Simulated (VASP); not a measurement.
## BaAs: single point with PBE

BaAs:

```
Ba As
1.0
     0.00000    3.44473    3.44473
     3.44473    0.00000    3.44473
     3.44473    3.44473    0.00000
Ba As
1 1
Cartesian
  0.0000 0.0000 0.0000
  1.7224 1.7224 1.7224
```

* Program: VASP 6.6.1
* Task: single point
* Functional: PBE
* Potentials or basis: VASP PAW PBE potentials, release 64 (Ba_sv, As_d)
* Cutoff: 510 eV
* k mesh: 5 × 5 × 5
* Occupations: methfessel-paxton, width 0.0317 eV
* Spin: no spin polarisation
* Dipole correction: no
* Further INCAR settings: ALGO = Normal; EDIFF = 1e-06; NBANDS = 20

* Pressure: 5.8 GPa
* Band gap on the k mesh: zero (an odd number of electrons rules out a gap without spin polarisation)

Levels at points of the mesh, in eV from the Fermi level:
```csv
k point,band 10,band 11,band 12,band 13,band 14,band 15,band 16,band 17
"(0.00, 0.00, 0.00)",-8.93,-0.61,-0.61,-0.61,2.62,4.40,4.40,7.02
```

Run time: 13 s on 1 thread of Intel(R) Xeon(R) Platinum 8375C CPU @ 2.90GHz (Ice Lake) (shared host), peak memory 0.21 GiB.

Caveat: the cell stands under pressure; spin-orbit coupling is left out, which moves the levels of the heavy elements; an odd number of electrons without spin polarisation forces a metal; a magnetic or distorted state may lie lower.
